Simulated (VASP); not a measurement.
# Nb3C (Fm-3m) in VASP: notebook

The runs below take Nb3C through single point, relaxation of cell and atoms, with PBE.

Program: VASP 6.6.1. These are calculated values, not measurements. Logs are shortened: lines on timing, memory, paths and dates and some standing lists are left out, and cuts for length are marked.

### 1 The cell of the first run

The structure is cubic, space group Fm-3m (No. 225). Conventional cell: a = 6.194 Å, b = 6.194 Å, c = 6.194 Å, α = 90.00°, β = 90.00°, γ = 90.00°. Within 3.5 Å of Nb (site symmetry m-3m) lie 8 Nb at 2.68 Å and 6 C at 3.10 Å. Nb (site symmetry -43m) has 10 Nb at 2.68 to 3.10 Å and 4 C at 2.68 Å within 3.5 Å. Within 3.5 Å of C (site symmetry m-3m) lie 14 Nb at 2.68 to 3.10 Å.

The cell was generated, and may not be a known phase.

### 2 Single point, PBE

File INCAR:

```
SYSTEM = Nb3C
PREC = Accurate ; ENCUT = 520
EDIFF = 1E-6 ; ISMEAR = 0
SIGMA = 0.1 ; LREAL = .FALSE.
LASPH = .TRUE. ; NELM = 100
ALGO = Normal ; ISIF = 2
LWAVE = .FALSE. ; LCHARG = .TRUE.
GGA = PE ; LELF = .TRUE.
LVHAR = .TRUE. ; NBANDS = 30
```

File KPOINTS:

```
regular mesh
0
G
  14 14 14
  0 0 0
```

File POSCAR:

```
Nb3C
1.0
    0.0000000000      3.0972158327      3.0972158327
    3.0972158327      0.0000000000      3.0972158327
    3.0972158327      3.0972158327      0.0000000000
Nb C
3 1
Direct
    0.0000000000      0.0000000000      0.0000000000
    0.2500000000      0.2500000000      0.2500000000
    0.7500000000      0.7500000000      0.7500000000
    0.5000000000      0.5000000000      0.5000000000
```

Potentials or basis: VASP PAW PBE potentials, release 64 (Nb_sv, C).

Run with:

```bash
$ cat potpaw_PBE.64/Nb_sv/POTCAR potpaw_PBE.64/C/POTCAR > POTCAR
$ mpirun -np 1 vasp_std > vasp.out
```

OUTCAR:

```text
SYSTEM = Nb3C
   PREC = Accurate
   ENCUT = 520
   EDIFF = 1E-6
   ISMEAR = 0
   LREAL = .FALSE.
   LASPH = .TRUE.
   NELM = 100
   ISIF = 2
   GGA = PE

 ion  position               nearest neighbor table
   1  0.000  0.000  0.000-   3 2.68   3 2.68   3 2.68   2 2.68   3 2.68   2 2.68   2 2.68   2 2.68

   2  0.250  0.250  0.250-   1 2.68   1 2.68   1 2.68   1 2.68
   3  0.750  0.750  0.750-   1 2.68   1 2.68   1 2.68   1 2.68
   4  0.500  0.500  0.500-

  LATTYP: Found a face centered cubic cell.
 ALAT       =     6.1944316654

  Lattice vectors:

 A1 = (   0.0000000000,   3.0972158327,   3.0972158327)
 A2 = (   3.0972158327,   0.0000000000,   3.0972158327)
 A3 = (   3.0972158327,   3.0972158327,   0.0000000000)

Analysis of symmetry for initial positions (statically):
=====================================================================
 Subroutine PRICEL returns:
 Original cell was already a primitive cell.

 Routine SETGRP: Setting up the symmetry group for a
 face centered cubic supercell.

 Subroutine GETGRP returns: Found 48 space group operations
 (whereof 48 operations were pure point group operations)
 out of a pool of 48 trial point group operations.

The static configuration has the point symmetry O_h .

Analysis of symmetry for dynamics (positions and initial velocities):
=====================================================================
 Subroutine PRICEL returns:
 Original cell was already a primitive cell.

 Routine SETGRP: Setting up the symmetry group for a
 face centered cubic supercell.

 Subroutine GETGRP returns: Found 48 space group operations
 (whereof 48 operations were pure point group operations)
 out of a pool of 48 trial point group operations.

The dynamic configuration has the point symmetry O_h .

 Subroutine INISYM returns: Found 48 space group operations
 (whereof 48 operations are pure point group operations),
 and found     1 'primitive' translations

----------------------------------------------------------------------------------------

                                     Primitive cell

  volume of cell :      59.4216

  direct lattice vectors                    reciprocal lattice vectors
     0.000000000  3.097215833  3.097215833    -0.161435311  0.161435311  0.161435311
     3.097215833  0.000000000  3.097215833     0.161435311 -0.161435311  0.161435311
     3.097215833  3.097215833  0.000000000     0.161435311  0.161435311 -0.161435311

  length of vectors
     4.380124636  4.380124636  4.380124636     0.279614160  0.279614160  0.279614160

  position of ions in fractional coordinates (direct lattice)
     0.000000000  0.000000000  0.000000000
     0.250000000  0.250000000  0.250000000
     0.750000000  0.750000000  0.750000000
     0.500000000  0.500000000  0.500000000

  ion indices of the primitive-cell ions
   primitive index   ion index
                 1           1
                 2           2
                 3           3
                 4           4

----------------------------------------------------------------------------------------

 KPOINTS: regular mesh

Automatic generation of k-mesh.
 Grid dimensions read from file:
 generate k-points for:   14   14   14

 Generating k-lattice:

  Cartesian coordinates                     Fractional coordinates (reciprocal lattice)
    -0.011531094  0.011531094  0.011531094     0.071428571  0.000000000  0.000000000
     0.011531094 -0.011531094  0.011531094     0.000000000  0.071428571  0.000000000
     0.011531094  0.011531094 -0.011531094     0.000000000  0.000000000  0.071428571

  Length of vectors
     0.019972440  0.019972440  0.019972440

  Shift w.r.t. Gamma in fractional coordinates (k-lattice)
     0.000000000  0.000000000  0.000000000

 Subroutine IBZKPT returns following result:
 ===========================================

 Found    104 irreducible k-points:

 Following reciprocal coordinates:
            Coordinates               Weight
  0.000000  0.000000  0.000000      1.000000
  0.071429  0.000000  0.000000      8.000000
  0.142857  0.000000  0.000000      8.000000
  0.214286  0.000000  0.000000      8.000000
  0.285714  0.000000  0.000000      8.000000
  0.357143  0.000000  0.000000      8.000000
[... 16 lines left out ...]
  0.214286  0.142857  0.000000     24.000000
  0.285714  0.142857  0.000000     24.000000
 [... further k-points ...]
   k-points           NKPTS =    104   k-points in BZ     NKDIM =    104   number of bands    NBANDS=     30
   number of dos      NEDOS =    301   number of ions     NIONS =      4
   total plane-waves  NPLWV =  46656
   dimension x,y,z NGX =    36 NGY =   36 NGZ =   36
   dimension x,y,z NGXF=    72 NGYF=   72 NGZF=   72
   ions per type =               3   1
   NGX,Y,Z   is equivalent  to a cutoff of  13.66, 13.66, 13.66 a.u.
   NGXF,Y,Z  is equivalent  to a cutoff of  27.33, 27.33, 27.33 a.u.
 SYSTEM =  Nb3C
   PREC   = accura    normal or accurate (medium, high low for compatibility)
   ISTART =      0    job   : 0-new  1-cont  2-samecut
   ICHARG =      2    charge: 1-file 2-atom 10-const
   ISPIN  =      1    spin polarized calculation?
   LNONCOLLINEAR =      F non collinear calculations
   LSORBIT =      F    spin-orbit coupling
   LASPH  =      T    aspherical Exc in radial PAW
   ENCUT  =  520.0 eV  38.22 Ry    6.18 a.u.   8.14  8.14  8.14*2*pi/ulx,y,z
   NELM   =    100;   NELMIN=  2; NELMDL= -5     # of ELM steps
   EDIFF  = 0.1E-05   stopping-criterion for ELM
   LREAL  =      F    real-space projection
   EDIFFG = 0.1E-04   stopping-criterion for IOM
   NSW    =      0    number of steps for IOM
   IBRION =     -1    ionic relax: 0-MD 1-quasi-New 2-CG
   NFREE  =      0    steps in history (QN), initial steepest desc. (CG)
   ISIF   =      2    stress and relaxation
   ISYM   =      2    0-nonsym 1-usesym 2-fastsym
   POTIM  = 0.5000    time-step for ionic-motion
   TEBEG  =    0.0;   TEEND  =   0.0 temperature during run
   PSTRESS=    0.0 pullay stress
   NELECT =      43.0000    total number of electrons
   NUPDOWN=      -1.0000    fix difference up-down
   EMIN   =  10.00;   EMAX   =-10.00  energy-range for DOS
   EFERMI =   0.00;   METHOD = LEGACY
   ISMEAR =     0;   SIGMA  =   0.10  broadening in eV -4-tet -1-fermi 0-gaus
   EFERMI_NEDOS =   21; number of points for ismear=-14 and -15
   IALGO  =     38    algorithm
   IMIX   =      4    mixing-type and parameters
     AMIX     =   0.40;   BMIX     =  1.00
     AMIX_MAG =   1.60;   BMIX_MAG =  1.00
  volume/ion in A,a.u.               =      14.86       100.25
  Fermi-wavevector in a.u.,A,eV,Ry     =   1.469770  2.777463 29.391648  2.160225
  Thomas-Fermi vector in A             =   2.585108
   LORBIT       =      0    0 simple, 1 ext, 2 COOP (PROOUT), +10 PAW based schemes
   GGA     = PE    functional components
   LHFCALC =     F    Hartree Fock is set to
   AEXX    =    0.0000 exact exchange contribution
   IVDW    =     0    specifies the selected vdW correction
   LEPSILON=     F    determine dielectric tensor
   LRPA    =     F    only Hartree local field effects (RPA)
 non-spin polarized calculation
 Gauss-broadening in eV      SIGMA  =   0.10
  energy-cutoff  :      520.00
  volume of cell :       59.42
 maximum number of plane-waves:      1639
 NGX is ok and might be reduce to    36
   NGX = 17   NGY = 17   NGZ = 17

 number of electron      42.9999999 magnetization

 Free energy of the ion-electron system (eV)
  ---------------------------------------------------
  ext. energy  EPLUGINS =         0.00000000
  ---------------------------------------------------
  free energy    TOTEN  =       -35.99678753 eV

  energy without entropy =      -35.98214140  energy(sigma->0) =      -35.98946447

 E-fermi :  11.6006     XC(G=0): -12.6328

 val. band max:       11.5813127886   @ k =  -0.3571   0.5000   0.1429
 cond. band min:      11.6092233466   @ k =  -0.4286   0.3571   0.0714
 fundamental gap:      0.0279105580
 Fermi energy:        11.6006453522

 k-point     1 :       0.0000    0.0000    0.0000
  band No.  band energies     occupation
      1     -43.3270      2.00000
      2     -43.0833      2.00000
      3     -42.4304      2.00000
      4     -19.5225      2.00000
      5     -19.5225      2.00000
      6     -19.5225      2.00000
[... 22 lines left out ...]
     29      15.5006      0.00000
     30      15.5013      0.00000

 k-point     2 :       0.0714    0.0000    0.0000
  band No.  band energies     occupation
      1     -43.3220      2.00000
      2     -43.0849      2.00000
      3     -42.4341      2.00000
      4     -19.6021      2.00000
      5     -19.5627      2.00000
      6     -19.5627      2.00000
[... 22 lines left out ...]
     29      15.4679      0.00000
     30      15.5029      0.00000

 k-point     3 :       0.1429    0.0000    0.0000
  band No.  band energies     occupation
      1     -43.3075      2.00000
      2     -43.0897      2.00000
      3     -42.4449      2.00000
      4     -19.6745      2.00000
      5     -19.6164      2.00000
      6     -19.6164      2.00000
[... 22 lines left out ...]
     29      15.4135      0.00000
     30      16.0005      0.00000

 k-point     4 :       0.2143    0.0000    0.0000
  band No.  band energies     occupation
      1     -43.2852      2.00000
      2     -43.0975      2.00000
      3     -42.4611      2.00000
      4     -19.7171      2.00000
      5     -19.6667      2.00000
      6     -19.6667      2.00000
[... 616 lines left out ...]
     29      15.9295      0.00000
     30      16.3559      0.00000

 k-point    23 :       0.2143    0.1429    0.0000
  band No.  band energies     occupation
      1     -43.2850      2.00000
      2     -43.0965      2.00000
      3     -42.4623      2.00000
      4     -19.7720      2.00000
      5     -19.7717      2.00000
      6     -19.5514      2.00000
[... 22 lines left out ...]
     29      15.7488      0.00000
     30      16.3744      0.00000

 k-point    24 :       0.2857    0.1429    0.0000
  band No.  band energies     occupation
      1     -43.2621      2.00000
      2     -43.1044      2.00000
      3     -42.4790      2.00000
      4     -19.8114      2.00000
      5     -19.8026      2.00000
      6     -19.5933      2.00000
[... 22 lines left out ...]
     29      15.7154      0.00000
     30      16.1275      0.00000

 [... further k-points ...]

------------------------ aborting loop because EDIFF is reached ----------------------------------------

  FORCE on cell =-STRESS in cart. coord.  units (eV):
  Direction    XX          YY          ZZ          XY          YZ          ZX
  --------------------------------------------------------------------------------------
  -------------------------------------------------------------------------------------
  Total       -0.0851265     -0.0851265     -0.0851265      0.0000000      0.0000000      0.0000000
  in kB       -2.2952541     -2.2952541     -2.2952541      0.0000000      0.0000000      0.0000000
  external PRESSURE =      -2.2952541 kB  Pullay stress =       0.0000000 kB

 VOLUME and BASIS-vectors are now :
 -----------------------------------------------------------------------------
  energy-cutoff  :      520.00
  volume of cell :       59.42
      direct lattice vectors                 reciprocal lattice vectors
     0.000000000  3.097215833  3.097215833    -0.161435311  0.161435311  0.161435311
     3.097215833  0.000000000  3.097215833     0.161435311 -0.161435311  0.161435311
     3.097215833  3.097215833  0.000000000     0.161435311  0.161435311 -0.161435311

 POSITION                                       TOTAL-FORCE (eV/Angst)
 -----------------------------------------------------------------------------------
      0.00000      0.00000      0.00000         0.000000     -0.000000      0.000000
      1.54861      1.54861      1.54861        -0.000000      0.000000     -0.000000
      4.64582      4.64582      4.64582        -0.000000     -0.000000      0.000000
      3.09722      3.09722      3.09722         0.000000     -0.000000      0.000000
 -----------------------------------------------------------------------------------
    total drift:                                0.000000      0.000000      0.000000

  FREE ENERGIE OF THE ION-ELECTRON SYSTEM (eV)
  ---------------------------------------------------
  free  energy   TOTEN  =       -35.9967875305 eV

  energy  without entropy=      -35.9821414008  energy(sigma->0) =      -35.98946447
```

Run time: 2.6 min. Hardware: 1 thread of AMD EPYC 9R45 (Zen 5), shared host; peak memory 0.27 GiB.

Results:

```yaml
Free_energy: -35.9968 eV
Pressure: -0.2 GPa
Band_gap_on_the_k_mesh: zero (an odd number of electrons rules out a gap without spin polarisation)
```

### 3 Relaxation of cell and atoms, PBE

This run uses another cell than the first one, of 14.90 Å³/atom.

File INCAR:

```
SYSTEM = Nb3C
PREC = Accurate
ENCUT = 600
EDIFF = 1E-6
ISMEAR = 0
SIGMA = 0.1
LREAL = .False.
LASPH = .True.
NELM = 100
ALGO = Normal
ISIF = 3
LWAVE = .False.
LCHARG = .False.
GGA = PE
IBRION = 2
NSW = 100
EDIFFG = -0.01
```

File KPOINTS:

```
Automatic mesh
0
Gamma
  14 14 14
  0 0 0
```

File POSCAR:

```
Nb3C
1.0
    0.0000000000      3.1005249282      3.1005249282
    3.1005249282      0.0000000000      3.1005249282
    3.1005249282      3.1005249282      0.0000000000
Nb C
3 1
Direct
    0.0000000000      0.0000000000      0.0000000000
    0.2500000000      0.2500000000      0.2500000000
    0.7500000000      0.7500000000      0.7500000000
    0.5000000000      0.5000000000      0.5000000000
```

Potentials or basis: VASP PAW PBE potentials, release 64 (Nb_sv, C).

Run with:

```bash
$ cat potpaw_PBE.64/Nb_sv/POTCAR potpaw_PBE.64/C/POTCAR > POTCAR
$ mpirun -np 1 vasp_std > vasp.out
```

OUTCAR:

```text
SYSTEM = Nb3C
   PREC = Accurate
   ENCUT = 600
   EDIFF = 1E-6
   ISMEAR = 0
   LREAL = .False.
   LASPH = .True.
   NELM = 100
   ISIF = 3
   GGA = PE
   IBRION = 2
   NSW = 100
   EDIFFG = -0.01

 ion  position               nearest neighbor table
   1  0.000  0.000  0.000-   3 2.69   3 2.69   3 2.69   2 2.69   3 2.69   2 2.69   2 2.69   2 2.69

   2  0.250  0.250  0.250-   1 2.69   1 2.69   1 2.69   1 2.69
   3  0.750  0.750  0.750-   1 2.69   1 2.69   1 2.69   1 2.69
   4  0.500  0.500  0.500-

  LATTYP: Found a face centered cubic cell.
 ALAT       =     6.2010498564

  Lattice vectors:

 A1 = (   0.0000000000,   3.1005249282,   3.1005249282)
 A2 = (   3.1005249282,   0.0000000000,   3.1005249282)
 A3 = (   3.1005249282,   3.1005249282,   0.0000000000)

Analysis of symmetry for initial positions (statically):
=====================================================================
 Subroutine PRICEL returns:
 Original cell was already a primitive cell.

 Routine SETGRP: Setting up the symmetry group for a
 face centered cubic supercell.

 Subroutine GETGRP returns: Found 48 space group operations
[... 175 lines left out ...]
  Direction    XX          YY          ZZ          XY          YZ          ZX
  --------------------------------------------------------------------------------------
  -------------------------------------------------------------------------------------
  Total       -0.2938705     -0.2938705     -0.2938705     -0.0000000     -0.0000000      0.0000000
  in kB       -7.8982502     -7.8982502     -7.8982502     -0.0000000     -0.0000000      0.0000000
  external PRESSURE =      -7.8982502 kB  Pullay stress =       0.0000000 kB
[... 63 lines left out ...]
--------------------------------------- Ionic step        3  -------------------------------------------

 number of electron      42.9999999 magnetization

 Free energy of the ion-electron system (eV)
  ---------------------------------------------------
  ext. energy  EPLUGINS =         0.00000000
  ---------------------------------------------------
  free energy    TOTEN  =       -35.99730552 eV

  energy without entropy =      -35.98271893  energy(sigma->0) =      -35.99001223

 E-fermi :  11.6170     XC(G=0): -12.6389

 val. band max:       11.5980233124   @ k =  -0.3571   0.5000   0.1429
 cond. band min:      11.6255936825   @ k =  -0.2857   0.5000   0.2143
 fundamental gap:      0.0275703701
 Fermi energy:        11.6170087245

 k-point     1 :       0.0000    0.0000    0.0000
  band No.  band energies     occupation
      1     -43.3110      2.00000
      2     -43.0658      2.00000
      3     -42.4131      2.00000
      4     -19.5075      2.00000
      5     -19.5075      2.00000
      6     -19.5075      2.00000
[... 661 lines left out ...]
     24      12.6697      0.00000
     25      13.6249      0.00000

 [... further k-points ...]

------------------------ aborting loop because EDIFF is reached ----------------------------------------

  FORCE on cell =-STRESS in cart. coord.  units (eV):
  Direction    XX          YY          ZZ          XY          YZ          ZX
  --------------------------------------------------------------------------------------
  -------------------------------------------------------------------------------------
  Total        0.0008288      0.0008288      0.0008288     -0.0000000      0.0000000      0.0000000
  in kB        0.0223721      0.0223721      0.0223721     -0.0000000      0.0000000      0.0000000
  external PRESSURE =       0.0223721 kB  Pullay stress =       0.0000000 kB
[... 19 lines left out ...]
  FREE ENERGIE OF THE ION-ELECTRON SYSTEM (eV)
  ---------------------------------------------------
  free  energy   TOTEN  =       -35.9973055233 eV

  energy  without entropy=      -35.9827189271  energy(sigma->0) =      -35.99001223

 reached required accuracy - stopping structural energy minimisation
```

OSZICAR:

```text
N       E                     dE             d eps       ncg     rms          rms(c)
DAV:   1     0.609556241806E+03    0.60956E+03   -0.25800E+04  5200   0.198E+03
DAV:   2     0.136982582851E+02   -0.59586E+03   -0.59047E+03  5916   0.771E+02
DAV:   3    -0.336388176836E+02   -0.47337E+02   -0.46420E+02 10062   0.157E+02
[... 26 lines left out ...]
DAV:   4    -0.359970805443E+02   -0.28437E-03   -0.28258E-03  8734   0.373E-01    0.686E-02
DAV:   5    -0.359972056483E+02   -0.12510E-03   -0.48001E-04 10355   0.164E-01    0.794E-02
DAV:   6    -0.359973107215E+02   -0.10507E-03   -0.26065E-04  9180   0.101E-01    0.374E-02
DAV:   7    -0.359973056628E+02    0.50587E-05   -0.46270E-05  8810   0.556E-02    0.328E-03
DAV:   8    -0.359973055233E+02    0.13950E-06   -0.17216E-06  4561   0.124E-02
   3 F= -.35997306E+02 E0= -.35990012E+02  d E =-.630878E-03
```

CONTCAR:

```text
Nb3C
   1.00000000000000
    -0.0000000000000000    3.0960262430061882    3.0960262430061882
     3.0960262430061882   -0.0000000000000000    3.0960262430061882
     3.0960262430061882    3.0960262430061882    0.0000000000000000
  Nb              C
     3     1
Direct
     0.0000000000000000    0.0000000000000000    0.0000000000000000
     0.2500000000000000    0.2500000000000000    0.2500000000000000
     0.7500000000000000    0.7500000000000000    0.7500000000000000
     0.5000000000000000    0.5000000000000000    0.5000000000000000

  0.00000000E+00  0.00000000E+00  0.00000000E+00
  0.00000000E+00  0.00000000E+00  0.00000000E+00
  0.00000000E+00  0.00000000E+00  0.00000000E+00
  0.00000000E+00  0.00000000E+00  0.00000000E+00
```

Run time: 5.1 min. Hardware: 1 thread of AMD EPYC 9R45 (Zen 5), shared host; peak memory 0.29 GiB.

Results:

```
Free energy                           : -35.9973 eV
Relaxed volume                        : 14.84 Å³/atom
Relaxed cell                          : a = 4.378 Å, b = 4.378 Å, c = 4.378 Å, α = 60.00°, β = 60.00°, γ = 60.00°
Space group after relaxing (to 0.1 Å) : Fm-3m (No. 225)
Energy gained by relaxing             : 0.2 meV/atom
Ionic steps                           : 3
Pressure after relaxing               : 0.0 GPa
Band gap on the k mesh                : zero (an odd number of electrons rules out a gap without spin polarisation)
```

Step by step:
| step | energy change (eV) | largest force (eV/Å) | pressure (GPa) | volume (Å³) |
| --- | --- | --- | --- | --- |
| 1 | 0.0000 | 0.0000 | -0.79 | 59.61 |
| 2 | 0.0007 | 0.0000 | 1.10 | 58.98 |
| 3 | -0.0006 | 0.0000 | 0.00 | 59.35 |

Final structure:
```xyz
4
Lattice="0.0000 3.0960 3.0960 3.0960 0.0000 3.0960 3.0960 3.0960 0.0000" Properties=species:S:1:pos:R:3 pbc="T T T"
Nb    0.0000    0.0000    0.0000
Nb    1.5480    1.5480    1.5480
Nb    4.6440    4.6440    4.6440
C     3.0960    3.0960    3.0960
```

The gap in the log of VASP goes by the Fermi energy; the results here count the filled bands.